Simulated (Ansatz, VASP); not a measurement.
# Two plane-wave programs on CdS

INCAR

```
PREC = Accurate ; ENCUT = 520
EDIFF = 1E-7 ; ISMEAR = 0
SIGMA = 0.01 ; LREAL = False
LASPH = True ; NELM = 80
ALGO = Normal ; ISIF = 2
LWAVE = False ; LCHARG = False
GGA = PE ; NBANDS = 16
```

Contents of KPOINTS:

```
Automatic mesh
0
Gamma
  6 6 6
```

File POSCAR:

```
CdS
1.0
    0.0000000000      2.9027203981      2.9027203981
    2.9027203981      0.0000000000      2.9027203981
    2.9027203981      2.9027203981      0.0000000000
Cd S
1 1
Direct
    0.0000000000      0.0000000000      0.0000000000
    0.2500000000      0.2500000000      0.2500000000
```

Input for Ansatz:

```yaml
crystal:
  lattice:
    - [0.0, 2.9027203981, 2.9027203981]
    - [2.9027203981, 0.0, 2.9027203981]
    - [2.9027203981, 2.9027203981, 0.0]
  atoms:
    - { symbol: Cd, position: [0.0, 0.0, 0.0] }
    - { symbol: S, position: [0.25, 0.25, 0.25] }
kpoints:
  mp_grid: { grid: [6, 6, 6] }
hamiltonian:
  xc: pbe
scf:
  occupations: { method: fixed }
  n_extra_bands: 4
output:
  forces: true
  stress: true
  eigenvalues: true
```

Alike in both runs: task single point; functional PBE; k mesh 6 × 6 × 6; no spin polarisation.

```csv
,VASP,Ansatz
version,VASP 6.6.1,Ansatz 0.2.0
potentials or method,"VASP PAW PBE potentials, release 64 (Cd, S)","plane waves, PAW"
plane-wave cutoff (eV),520,420
occupations,"gaussian, width 0.01 eV",fixed
valence electrons in the cell,18,26
```

```csv
,VASP,Ansatz,Ansatz less VASP
gap on the k mesh at the Fermi level (eV),1.18,1.17,-0.005
pressure (GPa),4.2,3.8,-0.38
```

VASP's potentials hold 18 valence electrons a cell and Ansatz's 26, so a difference there can come from the potentials and not from the codes.
